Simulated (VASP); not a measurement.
# MgO (Fm-3m) in VASP: single point with PBE

Aim: the single point of MgO with PBE.

All numbers are computed with VASP 6.6.1; they aren't measurements. Logs are shortened: lines on timing, memory, paths and dates and some standing lists are left out, and cuts for length are marked.

### Step 1. The cell of the first run

Symmetry: Fm-3m, No. 225, cubic system. Conventional cell: a = 4.160 Å, b = 4.160 Å, c = 4.160 Å, α = 90.00°, β = 90.00°, γ = 90.00°. Mg (site symmetry m-3m) has 6 O at 2.08 Å within 2.8 Å. O (site symmetry m-3m) has 6 Mg at 2.08 Å within 2.8 Å.

### Step 2. Single point, PBE

Contents of INCAR:

```
ALGO = Normal
EDIFF = 1E-6
ENCUT = 840
GGA = PE
GGA_COMPAT = False
ISIF = 2
ISMEAR = 0
LASPH = True
LCHARG = True
LELF = True
LREAL = False
LVHAR = True
LWAVE = False
NBANDS = 15
NELM = 120
PREC = Accurate
SIGMA = 0.01
```

Contents of KPOINTS:

```
k-points
0
Gamma
  8 8 8
```

Contents of POSCAR:

```
MgO
1.0
    0.0000000000      2.0800032635      2.0800032635
    2.0800032635      0.0000000000      2.0800032635
    2.0800032635      2.0800032635      0.0000000000
Mg O
1 1
Direct
    0.0000000000      0.0000000000      0.0000000000
    0.5000000000      0.5000000000      0.5000000000
```

Potentials or basis: VASP PAW PBE potentials, release 64 (Mg_sv, O).

Started as:

```
$ cat potpaw_PBE.64/Mg_sv/POTCAR potpaw_PBE.64/O/POTCAR > POTCAR
$ mpirun -np 1 vasp_std > vasp.out
```

OUTCAR:

```text
EDIFF = 1E-6
   ENCUT = 840
   GGA = PE
   ISIF = 2
   ISMEAR = 0
   LASPH = True
   LREAL = False
   NELM = 120
   PREC = Accurate

 ion  position               nearest neighbor table
   1  0.000  0.000  0.000-   2 2.08   2 2.08   2 2.08   2 2.08   2 2.08   2 2.08
   2  0.500  0.500  0.500-   1 2.08   1 2.08   1 2.08   1 2.08   1 2.08   1 2.08

  LATTYP: Found a face centered cubic cell.
 ALAT       =     4.1600065270

  Lattice vectors:

 A1 = (   0.0000000000,   2.0800032635,   2.0800032635)
 A2 = (   2.0800032635,   0.0000000000,   2.0800032635)
 A3 = (   2.0800032635,   2.0800032635,   0.0000000000)

Analysis of symmetry for initial positions (statically):
=====================================================================
 Subroutine PRICEL returns:
 Original cell was already a primitive cell.

 Routine SETGRP: Setting up the symmetry group for a
 face centered cubic supercell.

 Subroutine GETGRP returns: Found 48 space group operations
 (whereof 48 operations were pure point group operations)
 out of a pool of 48 trial point group operations.

The static configuration has the point symmetry O_h .

Analysis of symmetry for dynamics (positions and initial velocities):
=====================================================================
 Subroutine PRICEL returns:
 Original cell was already a primitive cell.

 Routine SETGRP: Setting up the symmetry group for a
 face centered cubic supercell.

 Subroutine GETGRP returns: Found 48 space group operations
 (whereof 48 operations were pure point group operations)
 out of a pool of 48 trial point group operations.

The dynamic configuration has the point symmetry O_h .

 Subroutine INISYM returns: Found 48 space group operations
 (whereof 48 operations are pure point group operations),
 and found     1 'primitive' translations

----------------------------------------------------------------------------------------

                                     Primitive cell

  volume of cell :      17.9979

  direct lattice vectors                    reciprocal lattice vectors
     0.000000000  2.080003264  2.080003264    -0.240384238  0.240384238  0.240384238
     2.080003264  0.000000000  2.080003264     0.240384238 -0.240384238  0.240384238
     2.080003264  2.080003264  0.000000000     0.240384238  0.240384238 -0.240384238

  length of vectors
     2.941568825  2.941568825  2.941568825     0.416357714  0.416357714  0.416357714

  position of ions in fractional coordinates (direct lattice)
     0.000000000  0.000000000  0.000000000
     0.500000000  0.500000000  0.500000000

  ion indices of the primitive-cell ions
   primitive index   ion index
                 1           1
                 2           2

----------------------------------------------------------------------------------------

 KPOINTS: k-points

Automatic generation of k-mesh.
 Grid dimensions read from file:
 generate k-points for:    8    8    8

 Generating k-lattice:

  Cartesian coordinates                     Fractional coordinates (reciprocal lattice)
    -0.030048030  0.030048030  0.030048030     0.125000000  0.000000000  0.000000000
     0.030048030 -0.030048030  0.030048030     0.000000000  0.125000000  0.000000000
     0.030048030  0.030048030 -0.030048030     0.000000000  0.000000000  0.125000000

  Length of vectors
     0.052044714  0.052044714  0.052044714

  Shift w.r.t. Gamma in fractional coordinates (k-lattice)
     0.000000000  0.000000000  0.000000000

 Subroutine IBZKPT returns following result:
 ===========================================

 Found     29 irreducible k-points:

 Following reciprocal coordinates:
            Coordinates               Weight
  0.000000  0.000000  0.000000      1.000000
  0.125000  0.000000  0.000000      8.000000
  0.250000  0.000000  0.000000      8.000000
  0.375000  0.000000  0.000000      8.000000
  0.500000  0.000000  0.000000      4.000000
  0.125000  0.125000  0.000000      6.000000
[... 16 lines left out ...]
  0.500000  0.250000  0.125000     48.000000
 -0.375000  0.250000  0.125000     24.000000
 [... further k-points ...]
   k-points           NKPTS =     29   k-points in BZ     NKDIM =     29   number of bands    NBANDS=     15
   number of dos      NEDOS =    301   number of ions     NIONS =      2
   total plane-waves  NPLWV =  21952
   dimension x,y,z NGX =    28 NGY =   28 NGZ =   28
   dimension x,y,z NGXF=    56 NGYF=   56 NGZF=   56
   ions per type =               1   1
   NGX,Y,Z   is equivalent  to a cutoff of  15.82, 15.82, 15.82 a.u.
   NGXF,Y,Z  is equivalent  to a cutoff of  31.65, 31.65, 31.65 a.u.
 SYSTEM =  unknown system
   PREC   = accura    normal or accurate (medium, high low for compatibility)
   ISTART =      0    job   : 0-new  1-cont  2-samecut
   ICHARG =      2    charge: 1-file 2-atom 10-const
   ISPIN  =      1    spin polarized calculation?
   LNONCOLLINEAR =      F non collinear calculations
   LSORBIT =      F    spin-orbit coupling
   LASPH  =      T    aspherical Exc in radial PAW
   ENCUT  =  840.0 eV  61.74 Ry    7.86 a.u.   6.95  6.95  6.95*2*pi/ulx,y,z
   NELM   =    120;   NELMIN=  2; NELMDL= -5     # of ELM steps
   EDIFF  = 0.1E-05   stopping-criterion for ELM
   LREAL  =      F    real-space projection
   EDIFFG = 0.1E-04   stopping-criterion for IOM
   NSW    =      0    number of steps for IOM
   IBRION =     -1    ionic relax: 0-MD 1-quasi-New 2-CG
   NFREE  =      0    steps in history (QN), initial steepest desc. (CG)
   ISIF   =      2    stress and relaxation
   ISYM   =      2    0-nonsym 1-usesym 2-fastsym
   POTIM  = 0.5000    time-step for ionic-motion
   TEBEG  =    0.0;   TEEND  =   0.0 temperature during run
   PSTRESS=    0.0 pullay stress
   NELECT =      16.0000    total number of electrons
   NUPDOWN=      -1.0000    fix difference up-down
   EMIN   =  10.00;   EMAX   =-10.00  energy-range for DOS
   EFERMI =   0.00;   METHOD = LEGACY
   ISMEAR =     0;   SIGMA  =   0.01  broadening in eV -4-tet -1-fermi 0-gaus
   EFERMI_NEDOS =   21; number of points for ismear=-14 and -15
   IALGO  =     38    algorithm
   IMIX   =      4    mixing-type and parameters
     AMIX     =   0.40;   BMIX     =  1.00
     AMIX_MAG =   1.60;   BMIX_MAG =  1.00
  volume/ion in A,a.u.               =       9.00        60.73
  Fermi-wavevector in a.u.,A,eV,Ry     =   1.574131  2.974676 33.713709  2.477888
  Thomas-Fermi vector in A             =   2.675311
   LORBIT       =      0    0 simple, 1 ext, 2 COOP (PROOUT), +10 PAW based schemes
   GGA     = PE    functional components
   LHFCALC =     F    Hartree Fock is set to
   AEXX    =    0.0000 exact exchange contribution
   IVDW    =     0    specifies the selected vdW correction
   LEPSILON=     F    determine dielectric tensor
   LRPA    =     F    only Hartree local field effects (RPA)
 non-spin polarized calculation
 Gauss-broadening in eV      SIGMA  =   0.01
  energy-cutoff  :      840.00
  volume of cell :       18.00
 maximum number of plane-waves:      1012
   NGX = 13   NGY = 13   NGZ = 13

 number of electron      15.9999996 magnetization

 Free energy of the ion-electron system (eV)
  ---------------------------------------------------
  ext. energy  EPLUGINS =         0.00000000
  ---------------------------------------------------
  free energy    TOTEN  =       -11.83801830 eV

  energy without entropy =      -11.83801830  energy(sigma->0) =      -11.83801830

 E-fermi :   3.3378     XC(G=0): -11.5805

 val. band max:        3.1889667246   @ k =   0.0000   0.0000   0.0000
 cond. band min:       8.2992621999   @ k =   0.0000   0.0000   0.0000
 fundamental gap:      5.1102954753
 Fermi energy:         3.3378277383

 k-point     1 :       0.0000    0.0000    0.0000
  band No.  band energies     occupation
      1     -68.9527      2.00000
      2     -35.6726      2.00000
      3     -35.6726      2.00000
      4     -35.6726      2.00000
      5     -14.2535      2.00000
      6       3.1890      2.00000
      7       3.1890      2.00000
      8       3.1890      2.00000
      9       8.2993      0.00000
     10      19.2065      0.00000
     11      19.2065      0.00000
     12      19.2065      0.00000
     13      23.2199      0.00000
     14      25.0434      0.00000
     15      25.0434      0.00000

 k-point     2 :       0.1250    0.0000    0.0000
  band No.  band energies     occupation
      1     -68.9513      2.00000
      2     -35.6877      2.00000
      3     -35.6740      2.00000
      4     -35.6740      2.00000
      5     -14.0741      2.00000
      6       2.2230      2.00000
      7       3.0786      2.00000
      8       3.0786      2.00000
      9       9.2074      0.00000
     10      17.5153      0.00000
     11      19.5885      0.00000
     12      19.5885      0.00000
     13      24.1474      0.00000
     14      24.1474      0.00000
     15      25.5149      0.00000

 k-point     3 :       0.2500    0.0000    0.0000
  band No.  band energies     occupation
      1     -68.9477      2.00000
      2     -35.7236      2.00000
      3     -35.6776      2.00000
      4     -35.6776      2.00000
      5     -13.6078      2.00000
      6       0.4635      2.00000
      7       2.8246      2.00000
      8       2.8246      2.00000
      9      10.6352      0.00000
     10      16.0117      0.00000
     11      20.1635      0.00000
     12      20.1635      0.00000
     13      23.7550      0.00000
     14      23.7550      0.00000
     15      25.8621      0.00000
[... 343 lines left out ...]
 k-point    23 :       0.5000    0.2500    0.1250
  band No.  band energies     occupation
      1     -68.9421      2.00000
      2     -35.7493      2.00000
      3     -35.7048      2.00000
      4     -35.6880      2.00000
      5     -12.8766      2.00000
      6      -0.6350      2.00000
      7       1.3958      2.00000
      8       2.2761      2.00000
      9      13.0109      0.00000
     10      15.1144      0.00000
     11      17.5614      0.00000
     12      20.8147      0.00000
     13      23.2994      0.00000
     14      26.0992      0.00000
     15      29.8748      0.00000

 k-point    24 :      -0.3750    0.2500    0.1250
  band No.  band energies     occupation
      1     -68.9407      2.00000
      2     -35.7574      2.00000
      3     -35.7072      2.00000
      4     -35.6910      2.00000
      5     -12.6952      2.00000
      6      -0.9455      2.00000
      7       1.1805      2.00000
      8       2.1527      2.00000
      9      13.1346      0.00000
     10      15.7515      0.00000
     11      17.1218      0.00000
     12      20.5706      0.00000
     13      24.1718      0.00000
     14      25.7893      0.00000
     15      29.9921      0.00000

 [... further k-points ...]

------------------------ aborting loop because EDIFF is reached ----------------------------------------

  FORCE on cell =-STRESS in cart. coord.  units (eV):
  Direction    XX          YY          ZZ          XY          YZ          ZX
  --------------------------------------------------------------------------------------
  -------------------------------------------------------------------------------------
  Total        1.3030641      1.3030641      1.3030641      0.0000000      0.0000000      0.0000000
  in kB      115.9990165    115.9990165    115.9990165      0.0000000      0.0000000      0.0000000
  external PRESSURE =     115.9990165 kB  Pullay stress =       0.0000000 kB

 VOLUME and BASIS-vectors are now :
 -----------------------------------------------------------------------------
  energy-cutoff  :      840.00
  volume of cell :       18.00
      direct lattice vectors                 reciprocal lattice vectors
     0.000000000  2.080003264  2.080003264    -0.240384238  0.240384238  0.240384238
     2.080003264  0.000000000  2.080003264     0.240384238 -0.240384238  0.240384238
     2.080003264  2.080003264  0.000000000     0.240384238  0.240384238 -0.240384238

 POSITION                                       TOTAL-FORCE (eV/Angst)
 -----------------------------------------------------------------------------------
      0.00000      0.00000      0.00000         0.000000      0.000000      0.000000
      2.08000      2.08000      2.08000        -0.000000     -0.000000     -0.000000
 -----------------------------------------------------------------------------------
    total drift:                                0.000000      0.000000      0.000000

  FREE ENERGIE OF THE ION-ELECTRON SYSTEM (eV)
  ---------------------------------------------------
  free  energy   TOTEN  =       -11.8380182974 eV

  energy  without entropy=      -11.8380182974  energy(sigma->0) =      -11.83801830
```

Run time: 13 s. Hardware: 1 thread of AMD EPYC 7R13 (Zen 3), shared host; peak memory 0.13 GiB.

What came out:

```
Free energy            : -11.8380 eV
Pressure               : 11.6 GPa
Band gap on the k mesh : 5.11 eV
```

Caveat: the cell stands under pressure. PBE gaps usually lie below the measured ones, often by a third to a half.
